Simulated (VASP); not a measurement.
A run of VASP 6.6.1:

POSCAR

```
LaBRh3
1.0
    4.1652047912      0.0000000000      0.0000000000
    0.0000000000      4.1652047912      0.0000000000
    0.0000000000      0.0000000000      4.1652047912
La B Rh
1 1 3
Direct
    0.0000000000      0.0000000000      0.0000000000
    0.5000000000      0.5000000000      0.5000000000
    0.0000000000      0.5000000000      0.5000000000
    0.5000000000      0.0000000000      0.5000000000
    0.5000000000      0.5000000000      0.0000000000
```

The input INCAR.step1:

```
SYSTEM = LaBRh3
PREC = Accurate
ENCUT = 520
ISMEAR = -1
SIGMA = 0.1
LREAL = .FALSE.
LASPH = .TRUE.
NELM = 80
NBANDS = 38
GGA = PE
ALGO = Normal
EDIFF = 1E-4
LWAVE = .TRUE.
LCHARG = .FALSE.
```

Contents of INCAR.step2:

```
SYSTEM = LaBRh3
PREC = Accurate
ENCUT = 520
EDIFF = 1E-7
ISMEAR = -1
SIGMA = 0.1
LREAL = .FALSE.
LASPH = .TRUE.
NELM = 80
ALGO = Normal
ISIF = 2
LWAVE = .FALSE.
LCHARG = .FALSE.
METAGGA = R2SCAN
LMIXTAU = .TRUE.
IVDW = 12
VDW_S6 = 1.0
VDW_S8 = 0.78981345
VDW_A1 = 0.49484001
VDW_A2 = 5.73083694
NBANDS = 38
ISTART = 1
```

KPOINTS

```
regular mesh
0
G
  6 6 6
  0 0 0
```

Potentials or basis: VASP PAW PBE potentials, release 64 (La, B, Rh_pv).

Launch:

```sh
$ cat potpaw_PBE.64/La/POTCAR potpaw_PBE.64/B/POTCAR potpaw_PBE.64/Rh_pv/POTCAR > POTCAR
$ cp INCAR.step1 INCAR
$ mpirun -np 1 vasp_std > vasp.out
$ cp INCAR.step2 INCAR
$ mpirun -np 1 vasp_std > vasp.out
```

Hardware: 1 thread of Intel(R) Xeon(R) Platinum 8259CL CPU @ 2.50GHz (Skylake/Cascade Lake), on a shared host.

Q: How long does it take, and how much memory?

A: Run time: 3 min on 1 thread of Intel(R) Xeon(R) Platinum 8259CL CPU @ 2.50GHz (Skylake/Cascade Lake), on a shared host, peak memory 0.23 GiB. Counts: k points 20.
